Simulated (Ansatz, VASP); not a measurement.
# Two plane-wave programs on ZrNbGe2

INCAR

```
  PREC = Accurate
  ENCUT = 600
  EDIFF = 1E-7
  ISMEAR = 0
  SIGMA = 0.1
  LREAL = F
  LASPH = T
  NELM = 60
  ALGO = Normal
  ISIF = 3
  LWAVE = F
  LCHARG = F
  GGA = PE
  IBRION = 2
  NSW = 90
  EDIFFG = -0.04
```

KPOINTS

```
regular mesh
0
Gamma
  6 6 4
```

Contents of POSCAR:

```
ZrNbGe2
1.0
    3.7086829800      0.0000000000      0.0000000000
   -1.8543414900      3.2118136800      0.0000000000
    0.0000000000      0.0000000000      6.7592779000
Zr Nb Ge
1 1 2
Direct
    0.0000000000      0.0000000000      0.1253528600
    0.0000000000      0.0000000000      0.5991017600
    0.3333333300      0.6666666700      0.9206256600
    0.6666666700      0.3333333300      0.9206256600
```

Input for Ansatz:

```yaml
crystal:
  lattice:
    - [3.70868298, 0.0, 0.0]
    - [-1.85434149, 3.21181368, 0.0]
    - [0.0, 0.0, 6.7592779]
  atoms:
    - { symbol: Zr, position: [0.0, 0.0, 0.12535286] }
    - { symbol: Nb, position: [0.0, 0.0, 0.59910176] }
    - { symbol: Ge, position: [0.33333333, 0.66666667, 0.92062566] }
    - { symbol: Ge, position: [0.66666667, 0.33333333, 0.92062566] }
basis:
  ecutwfc: 420
kpoints:
  mp_grid: { grid: [6, 6, 4] }
hamiltonian:
  xc: pbe
scf:
  occupations: { method: gaussian, width: 0.1 }
  lower_state_search: "off"
output:
  forces: true
  stress: true
  eigenvalues: true
relax:
  adjacent_minimum: "off"
  f_tol: 0.04
  max_steps: 70
  cell: { stress_tol: 0.4 }
```

Alike in both runs: task relaxation of cell and atoms; functional PBE; k mesh 6 × 6 × 4; occupations gaussian, width 0.1 eV; no spin polarisation.

|  | VASP | Ansatz |
| --- | --- | --- |
| version | VASP 6.6.1 | Ansatz 0.2.0 |
| potentials or method | VASP PAW PBE potentials, release 64 (Zr_sv, Nb_sv, Ge_d), cutoff 600 eV | scalar-relativistic, plane waves, PAW |
| valence electrons in the cell | 53 | 53 |

```csv
,VASP,Ansatz,Ansatz less VASP
"gap on the k mesh at the Fermi level, each at its own relaxed structure (eV)",none,none,-
relaxed volume (Å³/atom),24.03,24.05,+0.019
relaxed cell length with the largest relative difference (Å),4.444,4.447,+0.0033
```

A gap of «none» marks a metal or a gap that the smearing closes.

Noted on VASP's run: the volume moved by over 15 % at a fixed basis, so the end points are rough.
